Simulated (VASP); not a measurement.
Input of a VASP 6.6.1 run:

INCAR

```
SYSTEM = ZrNb2N3
PREC     = Accurate       ! precision mode
ENCUT    = 520            ! plane-wave cutoff, eV
EDIFF    = 1E-6           ! SCF threshold, eV
ISMEAR   = 0              ! smearing method
SIGMA    = 0.1            ! smearing width, eV
LREAL    = .False.        ! projectors in reciprocal space
LASPH    = .True.         ! aspherical terms in the spheres
NELM     = 100            ! most SCF steps
ALGO     = Normal         ! electronic algorithm
ISIF     = 2              ! what is computed and relaxed
LWAVE    = .False.        ! write WAVECAR
LCHARG   = .True.         ! write CHGCAR
GGA      = PE             ! functional
LELF     = .True.         ! ELF
LVHAR    = .True.       
NBANDS   = 36             ! bands
```

Contents of KPOINTS:

```
regular mesh
0
Gamma
  12 12 12
  0 0 0
```

Contents of POSCAR:

```
ZrNb2N3
1.0
    1.4996071296      0.8657985800      8.0811082284
   -1.4996071296      0.8657985800      8.0811082284
    0.0000000000     -1.7315971600      8.0811082284
Zr Nb N
1 2 3
Direct
    0.0000000000      0.0000000000      0.0000000000
    0.7772583232      0.7772583232      0.7772583232
    0.2227416768      0.2227416768      0.2227416768
    0.5000000000      0.5000000000      0.5000000000
    0.6088702078      0.6088702078      0.6088702078
    0.3911297922      0.3911297922      0.3911297922
```

Potentials or basis: VASP PAW PBE potentials, release 64 (Zr_sv, Nb_sv, N).

Launch:

```sh
$ cat potpaw_PBE.64/Zr_sv/POTCAR potpaw_PBE.64/Nb_sv/POTCAR potpaw_PBE.64/N/POTCAR > POTCAR
$ mpirun -np 1 vasp_std > vasp.out
```

(1) Predict the pressure.

(2) Estimate the band gap on the k mesh.

(3) Predict the largest force.

Answers

(1) 20.2 GPa.

(2) zero (an odd number of electrons rules out a gap without spin polarisation).

(3) 0.037 eV/Å.

Caveat: the cell stands under pressure.
